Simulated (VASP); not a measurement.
# Sn2O: relaxation of cell and atoms with r2SCAN

The system is Sn2O.

```
CELL_PARAMETERS angstrom
2.73428 0.00000 0.00000
-1.36714 2.36796 0.00000
0.00000 0.00000 4.45982
ATOMIC_POSITIONS crystal
Sn 0.66667 0.33333 0.26889
Sn 0.33333 0.66667 0.73111
O 0.00000 0.00000 0.00000
```

- Program: VASP 6.6.1
- Task: relaxation of cell and atoms
- Functional: r2SCAN
- Potentials or basis: VASP PAW PBE potentials, release 64 (Sn_d, O)
- Cutoff: 660 eV
- k mesh: 12 × 12 × 4
- Occupations: gaussian, width 0.1 eV
- Spin: no spin polarisation
- Dipole correction: no
- Further INCAR settings: ALGO = Normal; EDIFF = 1e-07; IBRION = 2; EDIFFG = -0.05; NSW = 80; ISIF = 3

```
Relaxed volume                        : 18.66 Å³/atom
Relaxed cell                          : a = 3.220 Å, b = 3.220 Å, c = 6.235 Å, α = 90.00°, β = 90.00°, γ = 120.00°
Space group after relaxing (to 0.1 Å) : P-3m1 (No. 164)
Pressure after relaxing               : 0.1 GPa
Largest force after relaxing          : 0.014 eV/Å
Band gap on the k mesh                : zero (bands 17 and 18 overlap by 3.85 eV)
```

Forces in eV/Å, atoms in the order of the input:
```
Sn   0.000  0.000 -0.014
Sn   0.000  0.000  0.014
O    0.000  0.000  0.000
```

Stress tensor (GPa, compression positive):
```
 0.20  0.00  0.00
 0.00  0.20  0.00
 0.00  0.00 -0.09
```

Final structure:
```xyz
3
Lattice="3.2202 0.0000 0.0000 -1.6101 2.7887 0.0000 0.0000 0.0000 6.2348" Properties=species:S:1:pos:R:3 pbc="T T T"
Sn    1.6101    0.9296    1.6464
Sn    0.0000    1.8592    4.5884
O     0.0000    0.0000    0.0000
```

Levels at points of the mesh, in eV from the Fermi level:
```tsv
k point	band 13	band 14	band 15	band 16	band 17	band 18	band 19	band 20	band 21
(0.00, 0.00, 0.00)	-10.26	-3.79	-3.79	-2.66	-1.93	6.55	7.37	7.37	9.45
(0.50, 0.00, 0.00)	-6.44	-5.28	-4.47	-4.28	-3.66	0.26	3.10	4.16	4.53
(0.00, 0.00, 0.50)	-8.25	-5.41	-3.79	-3.79	1.86	2.39	8.09	8.41	8.41
(0.50, 0.00, 0.50)	-6.94	-6.43	-4.45	-2.62	-2.54	-0.94	2.10	3.73	6.02
```

It took 29 min on 1 thread of Intel(R) Xeon(R) 6975P-C (Granite Rapids) (shared host), peak memory 0.22 GiB.

Caveat: the volume moved by over 15 % at a fixed basis, so the end points are rough; the PAW data sets were made with another functional, which shifts forces and pressure a little; spin-orbit coupling is left out, which moves the levels of the heavy elements. Zero-point motion and thermal expansion aren't in these numbers.
